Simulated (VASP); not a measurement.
# KMgF3 (P4mm) in VASP: further runs

KMgF3 is run at these levels: PBE; tasks: single point.

All numbers are computed with VASP 6.6.1; they aren't measurements. Logs are shortened: lines on timing, memory, paths and dates and some standing lists are left out, and cuts for length are marked.

### 1 The cell of the first run

Symmetry: P4mm, No. 99, tetragonal system. Conventional cell: a = 3.986 Å, b = 3.986 Å, c = 3.986 Å, α = 90.00°, β = 90.00°, γ = 90.00°. Within 3.7 Å of K (site symmetry 4mm) lie 12 F at 2.82 Å and 8 Mg at 3.40 to 3.51 Å. Mg (site symmetry 4mm) has 6 F at 1.89 to 2.09 Å within 2.5 Å. F (site symmetry 2mm) has 2 Mg at 2.00 Å within 2.6 Å. F (site symmetry 4mm) has 2 Mg at 1.89 to 2.09 Å within 2.5 Å.

### 2 Single point, PBE (all Mg atoms moved -0.100 Å, as atom 2 along Cartesian [0 0 1])

INCAR reads:

```
PREC = Accurate ; ENCUT = 520
EDIFF = 1E-7 ; ISMEAR = 0
SIGMA = 0.05 ; LREAL = F
LASPH = T ; NELM = 80
ALGO = Normal ; ISIF = 2
LWAVE = F ; LCHARG = T
GGA = PE ; LELF = T
LVHAR = T ; NBANDS = 24
```

KPOINTS reads:

```
Automatic mesh
0
Gamma
  6 6 6
```

POSCAR reads:

```
KMgF3
1.0
    3.9859000000      0.0000000000      0.0000000000
    0.0000000000      3.9859000000      0.0000000000
    0.0000000000      0.0000000000      3.9859000000
K Mg F
1 1 3
Direct
    0.5000000000      0.5000000000      0.5000000000
    0.0000000000      0.0000000000     -0.0250884367
    0.5000000000      0.0000000000      0.0000000000
    0.0000000000      0.5000000000      0.0000000000
    0.0000000000      0.0000000000      0.5000000000
```

Potentials or basis: VASP PAW PBE potentials, release 64 (K_sv, Mg, F).

Started as:

```sh
$ cat potpaw_PBE.64/K_sv/POTCAR potpaw_PBE.64/Mg/POTCAR potpaw_PBE.64/F/POTCAR > POTCAR
$ mpirun -np 1 vasp_std > vasp.out
```

OUTCAR:

```text
PREC = Accurate
   ENCUT = 520
   EDIFF = 1E-7
   ISMEAR = 0
   LREAL = F
   LASPH = T
   NELM = 80
   ISIF = 2
   GGA = PE

 ion  position               nearest neighbor table
   1  0.500  0.500  0.500-   3 2.82   4 2.82   5 2.82   3 2.82   4 2.82   3 2.82   5 2.82   3 2.82
                             4 2.82   5 2.82   4 2.82   5 2.82   2 3.40   2 3.40   2 3.40   2 3.40
   2  0.000  0.000  0.975-   5 1.89   4 2.00   3 2.00   4 2.00   3 2.00   5 2.09   1 3.40   1 3.40
                             1 3.40   1 3.40   1 3.51   1 3.51   1 3.51   1 3.51
   3  0.500  0.000  0.000-   2 2.00   2 2.00   1 2.82   1 2.82   1 2.82   1 2.82
   4  0.000  0.500  0.000-   2 2.00   2 2.00   1 2.82   1 2.82   1 2.82   1 2.82
   5  0.000  0.000  0.500-   2 1.89   2 2.09   1 2.82   1 2.82   1 2.82   1 2.82

  LATTYP: Found a simple cubic cell.
 ALAT       =     3.9859000000

  Lattice vectors:

 A1 = (   3.9859000000,   0.0000000000,   0.0000000000)
 A2 = (   0.0000000000,   3.9859000000,   0.0000000000)
 A3 = (   0.0000000000,   0.0000000000,   3.9859000000)

Analysis of symmetry for initial positions (statically):
=====================================================================
 Subroutine PRICEL returns:
 Original cell was already a primitive cell.

 Routine SETGRP: Setting up the symmetry group for a
 simple cubic supercell.

 Subroutine GETGRP returns: Found  8 space group operations
 (whereof  8 operations were pure point group operations)
 out of a pool of 48 trial point group operations.

The static configuration has the point symmetry C_4v.

Analysis of symmetry for dynamics (positions and initial velocities):
=====================================================================
 Subroutine PRICEL returns:
 Original cell was already a primitive cell.

 Routine SETGRP: Setting up the symmetry group for a
 simple cubic supercell.

 Subroutine GETGRP returns: Found  8 space group operations
 (whereof  8 operations were pure point group operations)
 out of a pool of 48 trial point group operations.

The dynamic configuration has the point symmetry C_4v.

 Subroutine INISYM returns: Found  8 space group operations
 (whereof  8 operations are pure point group operations),
 and found     1 'primitive' translations

----------------------------------------------------------------------------------------

                                     Primitive cell

  volume of cell :      63.3256

  direct lattice vectors                    reciprocal lattice vectors
     3.985900000  0.000000000  0.000000000     0.250884367  0.000000000  0.000000000
[... 97 lines left out ...]
   NFREE  =      0    steps in history (QN), initial steepest desc. (CG)
   ISIF   =      2    stress and relaxation
   ISYM   =      2    0-nonsym 1-usesym 2-fastsym
   POTIM  = 0.5000    time-step for ionic-motion
   TEBEG  =    0.0;   TEEND  =   0.0 temperature during run
   PSTRESS=    0.0 pullay stress
   NELECT =      32.0000    total number of electrons
   NUPDOWN=      -1.0000    fix difference up-down
   EMIN   =  10.00;   EMAX   =-10.00  energy-range for DOS
   EFERMI =   0.00;   METHOD = LEGACY
   ISMEAR =     0;   SIGMA  =   0.05  broadening in eV -4-tet -1-fermi 0-gaus
   EFERMI_NEDOS =   21; number of points for ismear=-14 and -15
   IALGO  =     38    algorithm
   IMIX   =      4    mixing-type and parameters
     AMIX     =   0.40;   BMIX     =  1.00
     AMIX_MAG =   1.60;   BMIX_MAG =  1.00
  volume/ion in A,a.u.               =      12.67        85.47
  Fermi-wavevector in a.u.,A,eV,Ry     =   1.303962  2.464132 23.134232  1.700318
  Thomas-Fermi vector in A             =   2.434930
   LORBIT       =      0    0 simple, 1 ext, 2 COOP (PROOUT), +10 PAW based schemes
   GGA     = PE    functional components
   LHFCALC =     F    Hartree Fock is set to
   AEXX    =    0.0000 exact exchange contribution
   IVDW    =     0    specifies the selected vdW correction
   LEPSILON=     F    determine dielectric tensor
   LRPA    =     F    only Hartree local field effects (RPA)
 non-spin polarized calculation
 Gauss-broadening in eV      SIGMA  =   0.05
  energy-cutoff  :      520.00
  volume of cell :       63.33
 maximum number of plane-waves:      1743
 NGX is ok and might be reduce to    30
   NGX = 15   NGY = 15   NGZ = 15

 number of electron      31.9999958 magnetization

 Free energy of the ion-electron system (eV)
  ---------------------------------------------------
  ext. energy  EPLUGINS =         0.00000000
  ---------------------------------------------------
  free energy    TOTEN  =       -24.36528350 eV

  energy without entropy =      -24.36528350  energy(sigma->0) =      -24.36528350

 E-fermi :  -1.2602     XC(G=0):  -9.6827

 val. band max:       -1.5914618748   @ k =   0.5000   0.5000   0.5000
 cond. band min:       5.6997936261   @ k =   0.0000   0.0000   0.0000
 fundamental gap:      7.2912555010
 Fermi energy:        -1.2602400787

 k-point     1 :       0.0000    0.0000    0.0000
  band No.  band energies     occupation
      1     -27.2616      2.00000
      2     -21.7227      2.00000
      3     -21.0834      2.00000
      4     -21.0556      2.00000
      5     -10.7547      2.00000
      6     -10.7547      2.00000
[... 637 lines left out ...]
     23      12.5803      0.00000
     24      14.1167      0.00000

 [... further k-points ...]

------------------------ aborting loop because EDIFF is reached ----------------------------------------

  FORCE on cell =-STRESS in cart. coord.  units (eV):
  Direction    XX          YY          ZZ          XY          YZ          ZX
  --------------------------------------------------------------------------------------
  -------------------------------------------------------------------------------------
  Total        1.3066883      1.3066883      1.8572830      0.0000000      0.0000000     -0.0000000
  in kB       33.0600413     33.0600413     46.9904347      0.0000000      0.0000000     -0.0000000
  external PRESSURE =      37.7035057 kB  Pullay stress =       0.0000000 kB

 VOLUME and BASIS-vectors are now :
 -----------------------------------------------------------------------------
  energy-cutoff  :      520.00
  volume of cell :       63.33
      direct lattice vectors                 reciprocal lattice vectors
     3.985900000  0.000000000  0.000000000     0.250884367  0.000000000  0.000000000
     0.000000000  3.985900000  0.000000000     0.000000000  0.250884367  0.000000000
     0.000000000  0.000000000  3.985900000     0.000000000  0.000000000  0.250884367

 POSITION                                       TOTAL-FORCE (eV/Angst)
 -----------------------------------------------------------------------------------
      1.99295      1.99295      1.99295        -0.000000     -0.000000     -0.125370
      0.00000      0.00000      3.88590        -0.000000      0.000000      1.017717
      1.99295      0.00000      0.00000        -0.000000      0.000000     -0.081203
      0.00000      1.99295      0.00000         0.000000      0.000000     -0.081203
      0.00000      0.00000      1.99295         0.000000     -0.000000     -0.729942
 -----------------------------------------------------------------------------------
    total drift:                                0.000000     -0.000000     -0.000461

  FREE ENERGIE OF THE ION-ELECTRON SYSTEM (eV)
  ---------------------------------------------------
  free  energy   TOTEN  =       -24.3652834959 eV

  energy  without entropy=      -24.3652834959  energy(sigma->0) =      -24.36528350
```

stdout:

```text
POSCAR found type information on POSCAR K MgF
 POSCAR found :  3 types and       5 ions
 scaLAPACK will be used
 LDA part: xc-table for (Slater+PW92), standard interpolation
 POSCAR, INCAR and KPOINTS ok, starting setup
 FFT: planning ... GRIDC
 FFT: planning ... GRID_SOFT
 FFT: planning ... GRID
 WAVECAR not read
 entering main loop
```

Run time: 1.8 min. Hardware: 1 thread of AMD EPYC 7R13, shared host; peak memory 0.17 GiB.

Results:

| Quantity | Value |
| --- | --- |
| Free energy | -24.3653 eV |
| Pressure | 3.8 GPa |
| Largest force | 1.018 eV/Å |
| Band gap on the k mesh | 7.29 eV, indirect (least direct gap 7.63 eV) |

Forces on the atoms (eV/Å):
```
K    0.000  0.000 -0.125
Mg   0.000  0.000  1.018
F    0.000  0.000 -0.081
F    0.000  0.000 -0.081
F    0.000  0.000 -0.730
```

Caveat: the cell differs from its parent crystal (all Mg atoms moved -0.100 Å, as atom 2 along Cartesian [0 0 1]); forces of over 1 eV/Å act on the atoms, so gaps and moduli don't describe the material at rest.

### 3 Single point, PBE (all Mg atoms moved +0.075 Å, as atom 2 along Cartesian [0 0 1])

INCAR reads:

```
ALGO = Normal
EDIFF = 1E-6
ENCUT = 520
GGA = PE
ISIF = 2
ISMEAR = 0
LASPH = T
LCHARG = F
LREAL = F
LWAVE = F
NBANDS = 24
NELM = 60
PREC = Accurate
SIGMA = 0.05
```

KPOINTS reads:

```
k-points
0
Gamma
  6 6 6
```

Changes to POSCAR since step 2:

```diff
@@ -9,3 +9,3 @@
     0.5000000000      0.5000000000      0.5000000000
-    0.0000000000      0.0000000000     -0.0250884367
+    0.0000000000      0.0000000000      0.0188163276
     0.5000000000      0.0000000000      0.0000000000
```

Potentials or basis: VASP PAW PBE potentials, release 64 (K_sv, Mg, F).

Started as:

```sh
$ cat potpaw_PBE.64/K_sv/POTCAR potpaw_PBE.64/Mg/POTCAR potpaw_PBE.64/F/POTCAR > POTCAR
$ mpirun -np 1 vasp_std > vasp.out
```

Wall time 99 s (1 thread of AMD EPYC 7R13, shared host); peak memory 0.17 GiB.

It converged, with:

| Quantity | Value |
| --- | --- |
| Free energy | -24.3873 eV |
| Pressure | 3.6 GPa |
| Largest force | 0.743 eV/Å |
| Band gap on the k mesh | 7.30 eV, indirect (least direct gap 7.63 eV) |

Forces on the atoms (eV/Å):
```
K    0.000  0.000  0.094
Mg   0.000  0.000 -0.743
F    0.000  0.000  0.060
F    0.000  0.000  0.060
F    0.000  0.000  0.528
```

Stress tensor (GPa, compression positive):
```
3.32 0.00 0.00
0.00 3.32 0.00
0.00 0.00 4.10
```

Levels at points of the mesh, in eV from the valence-band top:
```tsv
k point	band 13	band 14	band 15	band 16	band 17	band 18	band 19	band 20
(0.00, 0.00, 0.00)	-0.63	-0.33	-0.33	-0.33	7.30	10.07	10.07	12.23
(0.50, 0.00, 0.00)	-0.86	-0.85	-0.55	-0.54	10.11	10.44	11.11	12.80
(0.00, 0.00, 0.50)	-0.88	-0.87	-0.53	-0.53	10.10	10.43	11.11	12.81
(0.50, 0.50, 0.00)	-1.04	-0.91	-0.91	-0.02	10.91	11.69	12.61	12.61
(0.00, 0.50, 0.50)	-1.04	-0.90	-0.89	-0.03	10.91	11.69	12.62	12.63
(0.50, 0.50, 0.50)	-1.11	-0.01	-0.01	0.00	10.44	10.44	10.44	13.98
```

Caveat: the cell differs from its parent crystal (all Mg atoms moved +0.075 Å, as atom 2 along Cartesian [0 0 1]). A k mesh can miss the band edges.
